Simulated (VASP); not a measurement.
# HfB in VASP: further runs, part 2 of 3

VASP 6.6.1. Earlier steps stand in the parts before.

## (3) Single point, PBE

Contents of INCAR:

```
SYSTEM = HfB
  ALGO = Normal
  EDIFF = 1E-6
  ENCUT = 520
  GGA = PE
  ISIF = 2
  ISMEAR = 0
  LASPH = .TRUE.
  LCHARG = .FALSE.
  LREAL = .FALSE.
  LWAVE = .FALSE.
  NBANDS = 14
  NELM = 80
  PREC = Accurate
  SIGMA = 0.1
```

Contents of KPOINTS:

```
k-points
0
G
  20 20 20
  0 0 0
```

Contents of POSCAR:

```
HfB
1.0
    0.0000000000      2.4170398684      2.4170398684
    2.4170398684      0.0000000000      2.4170398684
    2.4170398684      2.4170398684      0.0000000000
Hf B
1 1
Direct
    0.5000000000      0.5000000000      0.5000000000
    0.0000000000      0.0000000000      0.0000000000
```

Potentials or basis: VASP PAW PBE potentials, release 64 (Hf_pv, B).

Launch:

```sh
$ cat potpaw_PBE.64/Hf_pv/POTCAR potpaw_PBE.64/B/POTCAR > POTCAR
$ mpirun -np 1 vasp_std > vasp.out
```

OUTCAR:

```text
SYSTEM = HfB
   EDIFF = 1E-6
   ENCUT = 520
   GGA = PE
   ISIF = 2
   ISMEAR = 0
   LASPH = .TRUE.
   LREAL = .FALSE.
   NELM = 80
   PREC = Accurate

 ion  position               nearest neighbor table
   1  0.500  0.500  0.500-   2 2.42   2 2.42   2 2.42   2 2.42   2 2.42   2 2.42
   2  0.000  0.000  0.000-   1 2.42   1 2.42   1 2.42   1 2.42   1 2.42   1 2.42

  LATTYP: Found a face centered cubic cell.
 ALAT       =     4.8340797368

  Lattice vectors:

 A1 = (   0.0000000000,   2.4170398684,   2.4170398684)
 A2 = (   2.4170398684,   0.0000000000,   2.4170398684)
 A3 = (   2.4170398684,   2.4170398684,   0.0000000000)

Analysis of symmetry for initial positions (statically):
=====================================================================
 Subroutine PRICEL returns:
 Original cell was already a primitive cell.

 Routine SETGRP: Setting up the symmetry group for a
 face centered cubic supercell.

 Subroutine GETGRP returns: Found 48 space group operations
 (whereof 48 operations were pure point group operations)
 out of a pool of 48 trial point group operations.

The static configuration has the point symmetry O_h .

Analysis of symmetry for dynamics (positions and initial velocities):
=====================================================================
 Subroutine PRICEL returns:
 Original cell was already a primitive cell.

 Routine SETGRP: Setting up the symmetry group for a
 face centered cubic supercell.

 Subroutine GETGRP returns: Found 48 space group operations
 (whereof 48 operations were pure point group operations)
 out of a pool of 48 trial point group operations.

The dynamic configuration has the point symmetry O_h .

 Subroutine INISYM returns: Found 48 space group operations
 (whereof 48 operations are pure point group operations),
 and found     1 'primitive' translations

----------------------------------------------------------------------------------------

                                     Primitive cell

  volume of cell :      28.2411

  direct lattice vectors                    reciprocal lattice vectors
     0.000000000  2.417039868  2.417039868    -0.206864606  0.206864606  0.206864606
     2.417039868  0.000000000  2.417039868     0.206864606 -0.206864606  0.206864606
     2.417039868  2.417039868  0.000000000     0.206864606  0.206864606 -0.206864606

  length of vectors
     3.418210563  3.418210563  3.418210563     0.358300008  0.358300008  0.358300008

  position of ions in fractional coordinates (direct lattice)
     0.500000000  0.500000000  0.500000000
     0.000000000  0.000000000  0.000000000

  ion indices of the primitive-cell ions
   primitive index   ion index
                 1           1
                 2           2

----------------------------------------------------------------------------------------

 KPOINTS: k-points

Automatic generation of k-mesh.
 Grid dimensions read from file:
 generate k-points for:   20   20   20

 Generating k-lattice:

  Cartesian coordinates                     Fractional coordinates (reciprocal lattice)
    -0.010343230  0.010343230  0.010343230     0.050000000  0.000000000  0.000000000
     0.010343230 -0.010343230  0.010343230     0.000000000  0.050000000  0.000000000
     0.010343230  0.010343230 -0.010343230     0.000000000  0.000000000  0.050000000

  Length of vectors
[... 39 lines left out ...]
   total plane-waves  NPLWV =  21952
   dimension x,y,z NGX =    28 NGY =   28 NGZ =   28
   dimension x,y,z NGXF=    56 NGYF=   56 NGZF=   56
   ions per type =               1   1
   NGX,Y,Z   is equivalent  to a cutoff of  13.62, 13.62, 13.62 a.u.
   NGXF,Y,Z  is equivalent  to a cutoff of  27.24, 27.24, 27.24 a.u.
 SYSTEM =  HfB
   PREC   = accura    normal or accurate (medium, high low for compatibility)
   ISTART =      0    job   : 0-new  1-cont  2-samecut
   ICHARG =      2    charge: 1-file 2-atom 10-const
   ISPIN  =      1    spin polarized calculation?
   LNONCOLLINEAR =      F non collinear calculations
   LSORBIT =      F    spin-orbit coupling
   LASPH  =      T    aspherical Exc in radial PAW
   ENCUT  =  520.0 eV  38.22 Ry    6.18 a.u.   6.36  6.36  6.36*2*pi/ulx,y,z
   NELM   =     80;   NELMIN=  2; NELMDL= -5     # of ELM steps
   EDIFF  = 0.1E-05   stopping-criterion for ELM
   LREAL  =      F    real-space projection
   EDIFFG = 0.1E-04   stopping-criterion for IOM
   NSW    =      0    number of steps for IOM
   IBRION =     -1    ionic relax: 0-MD 1-quasi-New 2-CG
   NFREE  =      0    steps in history (QN), initial steepest desc. (CG)
   ISIF   =      2    stress and relaxation
   ISYM   =      2    0-nonsym 1-usesym 2-fastsym
   POTIM  = 0.5000    time-step for ionic-motion
   TEBEG  =    0.0;   TEEND  =   0.0 temperature during run
   PSTRESS=    0.0 pullay stress
   NELECT =      13.0000    total number of electrons
   NUPDOWN=      -1.0000    fix difference up-down
   EMIN   =  10.00;   EMAX   =-10.00  energy-range for DOS
   EFERMI =   0.00;   METHOD = LEGACY
   ISMEAR =     0;   SIGMA  =   0.10  broadening in eV -4-tet -1-fermi 0-gaus
   EFERMI_NEDOS =   21; number of points for ismear=-14 and -15
   IALGO  =     38    algorithm
   IMIX   =      4    mixing-type and parameters
     AMIX     =   0.40;   BMIX     =  1.00
     AMIX_MAG =   1.60;   BMIX_MAG =  1.00
  volume/ion in A,a.u.               =      14.12        95.29
  Fermi-wavevector in a.u.,A,eV,Ry     =   1.264044  2.388696 21.739482  1.597807
  Thomas-Fermi vector in A             =   2.397369
   LORBIT       =      0    0 simple, 1 ext, 2 COOP (PROOUT), +10 PAW based schemes
   GGA     = PE    functional components
   LHFCALC =     F    Hartree Fock is set to
   AEXX    =    0.0000 exact exchange contribution
   IVDW    =     0    specifies the selected vdW correction
   LEPSILON=     F    determine dielectric tensor
   LRPA    =     F    only Hartree local field effects (RPA)
 non-spin polarized calculation
 Gauss-broadening in eV      SIGMA  =   0.10
  energy-cutoff  :      520.00
  volume of cell :       28.24
 maximum number of plane-waves:       778
 NGX is ok and might be reduce to    28
   NGX = 13   NGY = 13   NGZ = 13

 number of electron      13.0000001 magnetization

 Free energy of the ion-electron system (eV)
  ---------------------------------------------------
  ext. energy  EPLUGINS =         0.00000000
  ---------------------------------------------------
  free energy    TOTEN  =       -17.46450971 eV

  energy without entropy =      -17.45914427  energy(sigma->0) =      -17.46182699

 E-fermi :   4.2939     XC(G=0): -11.6675

 val. band max:        4.2925822457   @ k =   0.3000   0.2000   0.1000
 cond. band min:       4.3028836160   @ k =   0.3000   0.2000   0.0500
 fundamental gap:      0.0103013703
 Fermi energy:         4.2938638340

 k-point     1 :       0.0000    0.0000    0.0000
  band No.  band energies     occupation
      1     -24.7310      2.00000
      2     -24.7310      2.00000
      3     -24.7310      2.00000
      4      -4.8342      2.00000
      5       6.3362      0.00000
      6       6.3362      0.00000
      7       6.3362      0.00000
      8       7.8602      0.00000
      9       7.8602      0.00000
     10       7.8602      0.00000
     11       8.0006      0.00000
     12       8.0006      0.00000
     13      15.2916      0.00000
     14      15.4395      0.00000
[... 377 lines left out ...]
      1     -25.0972      2.00000
      2     -24.7850      2.00000
      3     -24.7691      2.00000
      4      -2.0047      2.00000
      5       1.5804      2.00000
      6       3.4365      2.00000
      7       3.5320      2.00000
      8       8.8522      0.00000
      9       9.1693      0.00000
     10       9.8547      0.00000
     11      14.1027      0.00000
     12      14.5519      0.00000
     13      15.8308      0.00000
     14      18.6334      0.00000

 [... further k-points ...]

------------------------ aborting loop because EDIFF is reached ----------------------------------------

  FORCE on cell =-STRESS in cart. coord.  units (eV):
  Direction    XX          YY          ZZ          XY          YZ          ZX
  --------------------------------------------------------------------------------------
  -------------------------------------------------------------------------------------
  Total        0.0074158      0.0074158      0.0074158     -0.0000000     -0.0000000     -0.0000000
  in kB        0.4207165      0.4207165      0.4207165     -0.0000000     -0.0000000     -0.0000000
  external PRESSURE =       0.4207165 kB  Pullay stress =       0.0000000 kB

 VOLUME and BASIS-vectors are now :
 -----------------------------------------------------------------------------
  energy-cutoff  :      520.00
  volume of cell :       28.24
      direct lattice vectors                 reciprocal lattice vectors
     0.000000000  2.417039868  2.417039868    -0.206864606  0.206864606  0.206864606
     2.417039868  0.000000000  2.417039868     0.206864606 -0.206864606  0.206864606
     2.417039868  2.417039868  0.000000000     0.206864606  0.206864606 -0.206864606

 POSITION                                       TOTAL-FORCE (eV/Angst)
 -----------------------------------------------------------------------------------
      2.41704      2.41704      2.41704        -0.000000     -0.000000     -0.000000
      0.00000      0.00000      0.00000         0.000000      0.000000      0.000000
 -----------------------------------------------------------------------------------
    total drift:                                0.000000      0.000000      0.000000

  FREE ENERGIE OF THE ION-ELECTRON SYSTEM (eV)
  ---------------------------------------------------
  free  energy   TOTEN  =       -17.4645097058 eV

  energy  without entropy=      -17.4591442683  energy(sigma->0) =      -17.46182699
```

OSZICAR:

```text
N       E                     dE             d eps       ncg     rms          rms(c)
DAV:   1     0.203493025022E+02    0.20349E+02   -0.69461E+03  7192   0.859E+02
DAV:   2    -0.181849667747E+02   -0.38534E+02   -0.36670E+02  9214   0.188E+02
DAV:   3    -0.192060177130E+02   -0.10211E+01   -0.10150E+01  8938   0.208E+01
DAV:   4    -0.192102713676E+02   -0.42537E-02   -0.42533E-02  8230   0.169E+00
DAV:   5    -0.192102982896E+02   -0.26922E-04   -0.26922E-04  9006   0.120E-01    0.537E+01
DAV:   6    -0.175133557223E+02    0.16969E+01   -0.29209E+00  8260   0.102E+01    0.345E+01
DAV:   7    -0.174851783224E+02    0.28177E-01   -0.61613E-01  9154   0.506E+00    0.110E+01
DAV:   8    -0.174646353062E+02    0.20543E-01   -0.62486E-02  8034   0.148E+00    0.128E+00
DAV:   9    -0.174644936836E+02    0.14162E-03   -0.36629E-03  9394   0.418E-01    0.327E-01
DAV:  10    -0.174645093367E+02   -0.15653E-04   -0.87243E-05  8450   0.682E-02    0.276E-02
DAV:  11    -0.174645097058E+02   -0.36912E-06   -0.25258E-06  8918   0.114E-02
   1 F= -.17464510E+02 E0= -.17461827E+02  d E =-.536544E-02
```

It took 3.1 min on 1 thread of Intel Xeon 8259CL, shared host; peak memory 0.24 GiB.

Results:

```yaml
Free_energy: -17.4645 eV
Pressure: 0.0 GPa
Band_gap_on_the_k_mesh: zero (an odd number of electrons rules out a gap without spin polarisation)
```

Levels at points of the mesh, in eV from the Fermi level:
| k point | band 4 | band 5 | band 6 | band 7 | band 8 | band 9 | band 10 | band 11 |
| --- | --- | --- | --- | --- | --- | --- | --- | --- |
| (0.00, 0.00, 0.00) | -9.13 | 2.04 | 2.04 | 2.04 | 3.57 | 3.57 | 3.57 | 3.71 |
| (0.50, 0.00, 0.00) | -4.62 | -4.49 | -1.15 | -1.15 | 5.65 | 5.65 | 6.47 | 7.70 |
| (0.50, 0.50, 0.00) | -6.38 | -1.25 | -0.78 | 1.93 | 1.93 | 5.38 | 6.77 | 6.77 |

Caveat: spin-orbit coupling is left out, which moves the levels of the heavy elements.

(Part 2 of 3 ends here.)
